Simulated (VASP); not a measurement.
# TiSe2 (P-3m1) in VASP: single point with PBE

Aim: the single point of TiSe2 with PBE.

Everything below comes from runs of VASP 6.6.1. Logs are shortened: lines on timing, memory, paths and dates and some standing lists are left out, and cuts for length are marked.

## Step 1: The cell of the first run

It takes space group P-3m1 (No. 164, trigonal). The conventional cell has a = 3.543 Å, b = 3.543 Å, c = 6.670 Å, α = 90.00°, β = 90.00°, γ = 120.00°. Within 3.4 Å of Ti (site symmetry -3m) lie 6 Se at 2.56 Å. Within 3.4 Å of Se (site symmetry 3m) lie 3 Ti at 2.56 Å.

## Step 2: Single point, PBE, non-collinear spin, zero start, spin-orbit coupling

Contents of INCAR:

```
SYSTEM = TiSe2
PREC = Accurate ; ENCUT = 500
EDIFF = 1E-6 ; ISMEAR = 0
SIGMA = 0.05 ; LREAL = .FALSE.
LASPH = .TRUE. ; NELM = 200
ALGO = Normal ; ISIF = 2
LWAVE = .FALSE. ; LCHARG = .TRUE.
MAGMOM = 0 0 0 0 0 0 0 0 0 ; LORBIT = 11
LSORBIT = .TRUE. ; GGA_COMPAT = .FALSE.
LORBMOM = .TRUE. ; LMAXMIX = 4
GGA = PE ; LVHAR = .TRUE.
NBANDS = 37
```

Contents of KPOINTS:

```
Automatic mesh
0
G
  12 12 6
  0 0 0
```

Contents of POSCAR:

```
TiSe2
1.0
    3.5431360632      0.0000000000      0.0000000000
   -1.7715680316      3.0684458398      0.0000000000
    0.0000000000      0.0000000000      6.6702112453
Ti Se
1 2
Direct
    0.0000000000      0.0000000000      0.0000000000
    0.3333333333      0.6666666667      0.2318608152
    0.6666666667      0.3333333333      0.7681391848
```

Potentials or basis: VASP PAW PBE potentials, release 64 (Ti_sv, Se).

The run is started by

```sh
$ cat potpaw_PBE.64/Ti_sv/POTCAR potpaw_PBE.64/Se/POTCAR > POTCAR
$ mpirun -np 1 vasp_ncl > vasp.out
```

OUTCAR:

```text
SYSTEM = TiSe2
   PREC = Accurate
   ENCUT = 500
   EDIFF = 1E-6
   ISMEAR = 0
   LREAL = .FALSE.
   LASPH = .TRUE.
   NELM = 200
   ISIF = 2
   LORBIT = 11
   LSORBIT = .TRUE.
   GGA = PE

 ion  position               nearest neighbor table
   1  0.000  0.000  0.000-   2 2.56   3 2.56   3 2.56   2 2.56   3 2.56   2 2.56
   2  0.333  0.667  0.232-   1 2.56   1 2.56   1 2.56
   3  0.667  0.333  0.768-   1 2.56   1 2.56   1 2.56

  LATTYP: Found a hexagonal cell.
 ALAT       =     3.5431360632
 C/A-ratio  =     1.8825727057

  Lattice vectors:

 A1 = (   3.5431360632,   0.0000000000,   0.0000000000)
 A2 = (  -1.7715680316,   3.0684458398,   0.0000000000)
 A3 = (   0.0000000000,   0.0000000000,   6.6702112453)

Analysis of symmetry for initial positions (statically):
=====================================================================
 Subroutine PRICEL returns:
 Original cell was already a primitive cell.

 Routine SETGRP: Setting up the symmetry group for a
 hexagonal supercell.

 Subroutine GETGRP returns: Found 12 space group operations
 (whereof 12 operations were pure point group operations)
 out of a pool of 24 trial point group operations.

The static configuration has the point symmetry D_3d.

Analysis of symmetry for dynamics (positions and initial velocities):
=====================================================================
 Subroutine PRICEL returns:
 Original cell was already a primitive cell.

 Routine SETGRP: Setting up the symmetry group for a
 hexagonal supercell.

 Subroutine GETGRP returns: Found 12 space group operations
 (whereof 12 operations were pure point group operations)
 out of a pool of 24 trial point group operations.

The dynamic configuration has the point symmetry D_3d.

Analysis of structural, dynamic, and magnetic symmetry:
=====================================================================
 Subroutine PRICEL returns:
 Original cell was already a primitive cell.

 Routine SETGRP: Setting up the symmetry group for a
 hexagonal supercell.

 Subroutine GETGRP returns: Found 12 space group operations
 (whereof 12 operations were pure point group operations)
 out of a pool of 24 trial point group operations.

The overall configuration has the point symmetry D_3d.

 Subroutine INISYM returns: Found 12 space group operations
 (whereof 12 operations are pure point group operations),
 and found     1 'primitive' translations

----------------------------------------------------------------------------------------
[... 1118 lines left out ...]
     -0.00000      2.04563      1.54656         0.000000      0.000000      0.018200
      1.77157      1.02282      5.12365        -0.000000     -0.000000     -0.018200
 -----------------------------------------------------------------------------------
    total drift:                                0.000000     -0.000000      0.000000

  FREE ENERGIE OF THE ION-ELECTRON SYSTEM (eV)
  ---------------------------------------------------
  free  energy   TOTEN  =       -18.2555647736 eV

  energy  without entropy=      -18.2541011682  energy(sigma->0) =      -18.25483297

 orbital moment (x)

 # of ion     p       d       tot
 ----------------------------------------
  1         0.000  -0.000  -0.000
  2         0.000  -0.000   0.000
  3         0.000  -0.000   0.000
 ----------------------------------------
            0.000  -0.000   0.000

 orbital moment (y)

 # of ion     p       d       tot
 ----------------------------------------
  1         0.000   0.000   0.000
  2         0.000  -0.000   0.000
  3         0.000  -0.000   0.000
 ----------------------------------------
            0.000  -0.000   0.000

 orbital moment (z)

 # of ion     p       d       tot
 ----------------------------------------
  1         0.000  -0.000  -0.000
  2         0.000   0.000   0.000
  3         0.000   0.000   0.000
 ----------------------------------------
            0.000  -0.000  -0.000

 Spin-Orbit-Coupling matrix elements

 Ion:    1  E_soc:     -0.0122350
 l=   1
     0.0000000    -0.0017557    -0.0017560
    -0.0017557     0.0000000    -0.0017557
    -0.0017560    -0.0017557     0.0000000
 l=   2
     0.0000000    -0.0000794     0.0000000    -0.0000794    -0.0001309
    -0.0000794     0.0000000    -0.0001294    -0.0001428    -0.0000794
     0.0000000    -0.0001294     0.0000000    -0.0001294     0.0000000
    -0.0000794    -0.0001428    -0.0001294     0.0000000    -0.0000794
    -0.0001309    -0.0000794     0.0000000    -0.0000794     0.0000000
 l=   3
     0.0000000     0.0000000     0.0000000     0.0000000     0.0000000     0.0000000     0.0000000
     0.0000000     0.0000000     0.0000000     0.0000000     0.0000000     0.0000000     0.0000000
     0.0000000     0.0000000     0.0000000     0.0000000     0.0000000     0.0000000     0.0000000
     0.0000000     0.0000000     0.0000000     0.0000000     0.0000000     0.0000000     0.0000000
[... 29 lines left out ...]
 l=   2
     0.0000000    -0.0000001     0.0000000    -0.0000001     0.0000003
    -0.0000001     0.0000000     0.0000029     0.0000040    -0.0000001
     0.0000000     0.0000029     0.0000000     0.0000029     0.0000000
    -0.0000001     0.0000040     0.0000029     0.0000000    -0.0000001
     0.0000003    -0.0000001     0.0000000    -0.0000001     0.0000000
 l=   3
     0.0000000     0.0000000     0.0000000     0.0000000     0.0000000     0.0000000     0.0000000
     0.0000000     0.0000000     0.0000000     0.0000000     0.0000000     0.0000000     0.0000000
     0.0000000     0.0000000     0.0000000     0.0000000     0.0000000     0.0000000     0.0000000
     0.0000000     0.0000000     0.0000000     0.0000000     0.0000000     0.0000000     0.0000000
     0.0000000     0.0000000     0.0000000     0.0000000     0.0000000     0.0000000     0.0000000
     0.0000000     0.0000000     0.0000000     0.0000000     0.0000000     0.0000000     0.0000000
     0.0000000     0.0000000     0.0000000     0.0000000     0.0000000     0.0000000     0.0000000

 total charge

# of ion       s       p       d       tot
------------------------------------------
    1        2.179   6.158   1.810  10.147
    2        1.472   2.355   0.032   3.859
    3        1.472   2.355   0.032   3.859
--------------------------------------------------
tot          5.123  10.868   1.874  17.866

 magnetization (x)

# of ion       s       p       d       tot
------------------------------------------
    1        0.000   0.000   0.000   0.000
    2        0.000   0.000  -0.000   0.000
    3        0.000  -0.000  -0.000  -0.000
--------------------------------------------------
tot          0.000   0.000  -0.000  -0.000

 magnetization (y)

# of ion       s       p       d       tot
------------------------------------------
    1        0.000   0.000  -0.000  -0.000
    2        0.000   0.000   0.000   0.000
    3        0.000   0.000   0.000   0.000
--------------------------------------------------
tot          0.000   0.000   0.000   0.000

 magnetization (z)

# of ion       s       p       d       tot
------------------------------------------
    1       -0.000   0.000   0.000  -0.000
    2        0.000   0.000   0.000   0.000
    3        0.000   0.000   0.000   0.000
--------------------------------------------------
tot         -0.000   0.000   0.000  -0.000
```

Run time: 6.6 min. Hardware: 1 thread of Oxide Virtual Turin-like, shared host; peak memory 0.55 GiB.

Results:

- Free energy: -18.2556 eV
- Pressure: 0.1 GPa
- Largest force: 0.018 eV/Å
- Net moment: 0.00 μB per cell
- Valence electrons inside the program's atomic spheres: Ti 10.15; Se 3.86

Forces in eV/Å, atoms in the order of the input:
```
Ti   0.000  0.000  0.000
Se   0.000  0.000  0.018
Se   0.000  0.000 -0.018
```

Moments on the atoms (μB; x, y, z):
```
Ti  0.00 0.00 0.00
Se  0.00 0.00 0.00
Se  0.00 0.00 0.00
```

Caveat: this functional lacks dispersion, which binds layers or chains, so the pressure and a relaxed spacing across them are unreliable.
